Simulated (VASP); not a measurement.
# TiO2 (P4_2/mnm) in VASP: further runs, part 2 of 2

VASP 6.6.1. The steps go on from the part before.

## 4. Relaxation of shape and atoms at fixed volume, r2SCAN (9.78 Å³/atom)

This run uses another cell than the first one, of 9.78 Å³/atom.

The input, POSCAR:

```
TiO2
1.0
    4.4941927766      0.0000000000      0.0000000000
    0.0000000000      4.4941927766      0.0000000000
    0.0000000000      0.0000000000      2.9047341249
Ti O
2 4
Direct
    0.0000000000      0.0000000000      0.0000000000
    0.5000000000      0.5000000000      0.5000000000
    0.3035695521      0.3035695521      0.0000000000
    0.1964304479      0.8035695521      0.5000000000
    0.6964304479      0.6964304479      0.0000000000
    0.8035695521      0.1964304479      0.5000000000
```

The input, INCAR.step1:

```
SYSTEM = TiO2
  PREC = Accurate
  ENCUT = 660
  ISMEAR = 0
  SIGMA = 0.02
  LREAL = .FALSE.
  LASPH = .TRUE.
  NELM = 120
  GGA = PE
  ALGO = Normal
  EDIFF = 1E-5
  LWAVE = .TRUE.
  LCHARG = .FALSE.
  GGA_COMPAT = .FALSE.
  IBRION = 2
  ISIF = 3
  EDIFFG = -0.005
  NELMIN = 4
  NSW = 100
```

The input, INCAR.step2:

```
SYSTEM = TiO2
  PREC = Accurate
  ENCUT = 660
  EDIFF = 1E-7
  ISMEAR = 0
  SIGMA = 0.02
  LREAL = .FALSE.
  LASPH = .TRUE.
  NELM = 120
  ALGO = Normal
  ISIF = 4
  LWAVE = .FALSE.
  LCHARG = .FALSE.
  METAGGA = R2SCAN
  LMIXTAU = .TRUE.
  IBRION = 2
  NSW = 50
  EDIFFG = -0.01
  ISTART = 1
  GGA_COMPAT = .FALSE.
  NELMIN = 4
```

The input, KPOINTS:

```
Automatic mesh
0
G
  6 6 10
  0 0 0
```

Command:

```
$ cat potpaw_PBE.64/Ti_sv/POTCAR potpaw_PBE.64/O/POTCAR > POTCAR
$ cp INCAR.step1 INCAR
$ mpirun -np 1 vasp_std > vasp.out
$ cp INCAR.step2 INCAR
$ mpirun -np 1 vasp_std > vasp.out
```

Wall time 13 min (1 thread of Intel Xeon 6975P-C (Granite Rapids), shared host); peak memory 0.28 GiB.

The run converged. Its results:

```
Free energy               : -69.5983 eV
Energy gained by relaxing : 0.7 meV/atom
Ionic steps               : 4
Pressure after relaxing   : 17.7 GPa
Band gap on the k mesh    : 2.31 eV
```

Forces on the atoms (eV/Å):
```
Ti   0.000  0.000  0.000
Ti   0.000  0.000  0.000
O    0.002  0.002  0.000
O   -0.002  0.002  0.000
O   -0.002 -0.002  0.000
O    0.002 -0.002  0.000
```

Step by step:
| step | energy change (eV) | largest force (eV/Å) | pressure (GPa) | volume (Å³) |
| --- | --- | --- | --- | --- |
| 1 | 0.0000 | 0.1658 | 18.27 | 58.67 |
| 2 | -0.0039 | 0.0835 | 17.50 | 58.67 |
| 3 | -0.0044 | 0.0232 | 17.67 | 58.67 |
| 4 | -0.0045 | 0.0023 | 17.67 | 58.67 |

Final structure:
```cif
data_structure
_symmetry_space_group_name_H-M 'P 1'
_symmetry_Int_Tables_number 1
_cell_length_a 4.4826
_cell_length_b 4.4826
_cell_length_c 2.9197
_cell_angle_alpha 90.000
_cell_angle_beta 90.000
_cell_angle_gamma 90.000
_cell_volume 58.67
loop_
_atom_site_label
_atom_site_type_symbol
_atom_site_fract_x
_atom_site_fract_y
_atom_site_fract_z
_atom_site_occupancy
Ti1 Ti 0.00000 0.00000 0.00000 1
Ti2 Ti 0.50000 0.50000 0.50000 1
O1 O 0.30277 0.30277 0.00000 1
O2 O 0.19723 0.80277 0.50000 1
O3 O 0.69723 0.69723 0.00000 1
O4 O 0.80277 0.19723 0.50000 1
```

Levels at points of the mesh, in eV from the valence-band top:
| k point | band 20 | band 21 | band 22 | band 23 | band 24 | band 25 | band 26 | band 27 | band 28 |
| --- | --- | --- | --- | --- | --- | --- | --- | --- | --- |
| (0.00, 0.00, 0.00) | -2.27 | -0.83 | -0.53 | -0.53 | 0.00 | 2.31 | 2.65 | 2.87 | 3.01 |
| (0.50, 0.00, 0.00) | -3.37 | -1.90 | -1.90 | -0.85 | -0.85 | 3.07 | 3.07 | 3.66 | 3.66 |
| (0.50, 0.50, 0.00) | -2.42 | -1.51 | -1.51 | -1.19 | -1.19 | 2.36 | 2.36 | 3.04 | 3.04 |
| (0.00, 0.00, 0.50) | -2.96 | -2.76 | -2.76 | -1.54 | -1.54 | 3.61 | 3.61 | 3.76 | 3.76 |
| (0.50, 0.00, 0.50) | -2.59 | -2.21 | -2.21 | -1.22 | -1.22 | 2.40 | 2.40 | 3.79 | 3.79 |
| (0.50, 0.50, 0.50) | -2.93 | -1.51 | -1.51 | -0.72 | -0.72 | 3.17 | 3.17 | 3.79 | 3.79 |

Caveat: the PAW data sets were made with another functional, which shifts forces and pressure a little.

## 5. Relaxation of shape and atoms at fixed volume, r2SCAN (10.09 Å³/atom)

The input, POSCAR:

```
TiO2
1.0
    4.5505080809      0.0000000000      0.0000000000
    0.0000000000      4.5505080809      0.0000000000
    0.0000000000      0.0000000000      2.9237072347
Ti O
2 4
Direct
    0.0000000000      0.0000000000      0.0000000000
    0.5000000000      0.5000000000      0.5000000000
    0.3046314522      0.3046314522      0.0000000000
    0.1953685478      0.8046314522      0.5000000000
    0.6953685478      0.6953685478      0.0000000000
    0.8046314522      0.1953685478      0.5000000000
```

The input, INCAR.step1:

```
PREC = Accurate
ENCUT = 660
ISMEAR = 0
SIGMA = 0.02
LREAL = False
LASPH = True
NELM = 120
GGA = PE
ALGO = Normal
EDIFF = 1E-5
LWAVE = True
LCHARG = False
GGA_COMPAT = False
IBRION = 2
ISIF = 3
EDIFFG = -0.005
NELMIN = 4
NSW = 100
```

The input, INCAR.step2:

```
PREC = Accurate
ENCUT = 660
EDIFF = 1E-7
ISMEAR = 0
SIGMA = 0.02
LREAL = False
LASPH = True
NELM = 120
ALGO = Normal
ISIF = 4
LWAVE = False
LCHARG = False
METAGGA = R2SCAN
LMIXTAU = True
IBRION = 2
NSW = 50
EDIFFG = -0.01
ISTART = 1
GGA_COMPAT = False
NELMIN = 4
```

The input, KPOINTS:

```
regular mesh
0
Gamma
  6 6 10
```

Potentials or basis: VASP PAW PBE potentials, release 64 (Ti_sv, O).

Command:

```
$ cat potpaw_PBE.64/Ti_sv/POTCAR potpaw_PBE.64/O/POTCAR > POTCAR
$ cp INCAR.step1 INCAR
$ mpirun -np 1 vasp_std > vasp.out
$ cp INCAR.step2 INCAR
$ mpirun -np 1 vasp_std > vasp.out
```

OUTCAR:

```text
PREC = Accurate
   ENCUT = 660
   EDIFF = 1E-7
   ISMEAR = 0
   LREAL = False
   LASPH = True
   NELM = 120
   ISIF = 4
   METAGGA = R2SCAN
   IBRION = 2
   NSW = 50
   EDIFFG = -0.01
   ISTART = 1
   NELMIN = 4

 ion  position               nearest neighbor table
   1  0.000  0.000  0.000-   4 1.93   6 1.93   4 1.93   6 1.93   5 1.96   3 1.96
   2  0.500  0.500  0.500-   3 1.93   5 1.93   3 1.93   5 1.93   4 1.96   6 1.96
   3  0.305  0.305  0.000-   2 1.93   2 1.93   1 1.96
   4  0.195  0.805  0.500-   1 1.93   1 1.93   2 1.96
   5  0.695  0.695  0.000-   2 1.93   2 1.93   1 1.96
   6  0.805  0.195  0.500-   1 1.93   1 1.93   2 1.96

  LATTYP: Found a simple tetragonal cell.
 ALAT       =     4.5505080809
 C/A-ratio  =     0.6425012730
[... 312 lines left out ...]

 number of electron      47.9999996 magnetization

 Free energy of the ion-electron system (eV)
  ---------------------------------------------------
  ext. energy  EPLUGINS =         0.00000000
  ---------------------------------------------------
  free energy    TOTEN  =       -69.75639076 eV

  energy without entropy =      -69.75639076  energy(sigma->0) =      -69.75639076

 E-fermi :   5.1052     XC(G=0): -12.3360

 val. band max:        4.9035544441   @ k =   0.0000   0.0000   0.0000
 cond. band min:       7.1633536130   @ k =   0.0000   0.0000   0.0000
 fundamental gap:      2.2597991689
 Fermi energy:         5.1052042280

 k-point     1 :       0.0000    0.0000    0.0000
  band No.  band energies     occupation
      1     -54.1735      2.00000
      2     -54.1521      2.00000
      3     -29.4748      2.00000
      4     -29.4748      2.00000
      5     -29.2734      2.00000
      6     -29.2734      2.00000
[... 733 lines left out ...]
     27       8.4877      0.00000
     28       8.4877      0.00000

 [... further k-points ...]
[... 5 lines left out ...]
  --------------------------------------------------------------------------------------
  -------------------------------------------------------------------------------------
  Total        3.2092558      3.2092558      3.2219004      0.0000000      0.0000000      0.0000000
  in kB       84.9300260     84.9300260     85.2646531      0.0000000      0.0000000      0.0000000
  external PRESSURE =      85.0415684 kB  Pullay stress =       0.0000000 kB
[... 21 lines left out ...]
  FREE ENERGIE OF THE ION-ELECTRON SYSTEM (eV)
  ---------------------------------------------------
  free  energy   TOTEN  =       -69.7563907637 eV

  energy  without entropy=      -69.7563907637  energy(sigma->0) =      -69.75639076

 reached required accuracy - stopping structural energy minimisation
```

OUTCAR.step1:

```text
PREC = Accurate
   ENCUT = 660
   ISMEAR = 0
   LREAL = False
   LASPH = True
   NELM = 120
   GGA = PE
   EDIFF = 1E-5
[... 1180 lines left out ...]
  -------------------------------------------------------------------------------------
  Total        0.0160203      0.0160203      0.0084150     -0.0000000      0.0000000      0.0000000
  in kB        0.4012683      0.4012683      0.2107760     -0.0000000      0.0000000      0.0000000
  external PRESSURE =       0.3377709 kB  Pullay stress =       0.0000000 kB
[... 21 lines left out ...]
  FREE ENERGIE OF THE ION-ELECTRON SYSTEM (eV)
  ---------------------------------------------------
  free  energy   TOTEN  =       -53.6811170037 eV

  energy  without entropy=      -53.6811170037  energy(sigma->0) =      -53.68111700

 reached required accuracy - stopping structural energy minimisation
```

OSZICAR.step1:

```text
N       E                     dE             d eps       ncg     rms          rms(c)
DAV:   1     0.746218567396E+03    0.74622E+03   -0.28866E+04  3360   0.240E+03
DAV:   2     0.691262261934E+02   -0.67709E+03   -0.65549E+03  3476   0.644E+02
[... 110 lines left out ...]
  14 F= -.53681115E+02 E0= -.53681115E+02  d E =-.656498E-04
       N       E                     dE             d eps       ncg     rms          rms(c)
DAV:   1    -0.536811197031E+02   -0.49835E-05   -0.94307E-05  3384   0.111E-01    0.153E-02
DAV:   2    -0.536811174666E+02    0.22364E-05   -0.91700E-06  1720   0.318E-02    0.622E-03
DAV:   3    -0.536811169985E+02    0.46813E-06   -0.56628E-06  1712   0.190E-02    0.171E-03
DAV:   4    -0.536811170037E+02   -0.52078E-08   -0.11932E-06  1704   0.116E-02
  15 F= -.53681117E+02 E0= -.53681117E+02  d E =-.678415E-04
```

It took 23 min on 1 thread of Intel Xeon Platinum 8124M at 3.00GHz (Skylake/Cascade Lake), shared host; peak memory 0.29 GiB.

What came out:

* Free energy: -69.7564 eV
* Energy gained by relaxing: 1.0 meV/atom
* Ionic steps: 4
* Pressure after relaxing: 8.5 GPa
* Band gap on the k mesh: 2.26 eV

The path:
```tsv
step	energy change (eV)	largest force (eV/Å)	pressure (GPa)	volume (Å³)
1	0.0000	0.1939	9.26	60.54
2	-0.0056	0.0516	8.39	60.54
3	-0.0057	0.0154	8.50	60.54
4	-0.0058	0.0015	8.50	60.54
```

Final structure:
```yaml
crystal:
  lattice:
    - [4.53802, 0.00000, 0.00000]
    - [0.00000, 4.53802, 0.00000]
    - [0.00000, 0.00000, 2.93982]
  atoms:
    - { symbol: Ti, position: [0.00000, 0.00000, 0.00000] }
    - { symbol: Ti, position: [0.50000, 0.50000, 0.50000] }
    - { symbol: O, position: [0.30350, 0.30350, 0.00000] }
    - { symbol: O, position: [0.19650, 0.80350, 0.50000] }
    - { symbol: O, position: [0.69650, 0.69650, 0.00000] }
    - { symbol: O, position: [0.80350, 0.19650, 0.50000] }
```

Caveat: the PAW data sets were made with another functional, which shifts forces and pressure a little. A k mesh can miss the band edges.

## 6. Summary

```csv
task,cell,cutoff (eV),gap on the mesh (eV),pressure (GPa),largest force (eV/Å)
single point,"a = 4.542, b = 4.542, c = 2.935 Å, 6 atoms, atomic positions A",520,2.26,8.9,0.02
single point,"a = 4.592, b = 4.592, c = 2.957 Å, 6 atoms, atomic positions B",520,2.24,1.5,0.08
relaxation of shape and atoms at fixed volume,"relaxed from a = 4.494, b = 4.494, c = 2.905 Å, 6 atoms, atomic positions A",660,2.31,17.7,-
relaxation of shape and atoms at fixed volume,"relaxed from a = 4.551, b = 4.551, c = 2.924 Å, 6 atoms, atomic positions C",660,2.26,8.5,-
```

Alike in all rows: level r2SCAN; potentials or basis VASP PAW PBE potentials, release 64 (Ti_sv, O); no spin polarisation; k mesh 6 × 6 × 10; smearing gaussian 0.02 eV.

Caveats: the PAW data sets were made with another functional, which shifts forces and pressure a little; the cell stands under pressure (at least some runs).

Total energies depend on the potentials used, so only differences within one code and one set of settings carry meaning.
